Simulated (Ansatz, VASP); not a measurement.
# GdO in VASP and in Ansatz

```xyz
2
Lattice="0.0000 2.7021 2.7021 2.7021 0.0000 2.7021 2.7021 2.7021 0.0000" Properties=species:S:1:pos:R:3 pbc="T T T"
Gd    0.0000    0.0000    0.0000
O     1.3510    1.3510    1.3510
```

Alike in both runs: task single point; functional PBE; k mesh 10 × 10 × 10; occupations gaussian, width 0.05 eV; collinear spin; Hubbard terms Gd f U = 6.0 eV.

```csv
,VASP,Ansatz
version,VASP 6.6.1,Ansatz 0.2.0
potentials or method,"VASP PAW PBE potentials, release 64 (Gd, O), cutoff 520 eV","scalar-relativistic, plane waves, PAW"
valence electrons in the cell,24,24
```

VASP gave:

| Property | Result |
| --- | --- |
| gap on the k mesh at the Fermi level (eV) | none |
| pressure (GPa) | -0.4 |
| net moment per atom (μB) | 3.97 |
| size of the moment on the site where the two differ most (μB) | 7.07 |

Q: What did Ansatz give for the same quantities?

A: gap on the k mesh at the Fermi level (eV): none; pressure (GPa): -0.4; net moment per atom (μB): 3.96; size of the moment on the site where the two differ most (μB): 7.02.

Site moments also hang on the region over which each program counts them. The programs project onto different local orbitals, so the same U acts differently, and such runs can settle in different states. A gap of «none» marks a metal or a gap that the smearing closes. Ansatz's warnings: filled band counts differ across k points.

Neither program's run includes spin-orbit coupling.
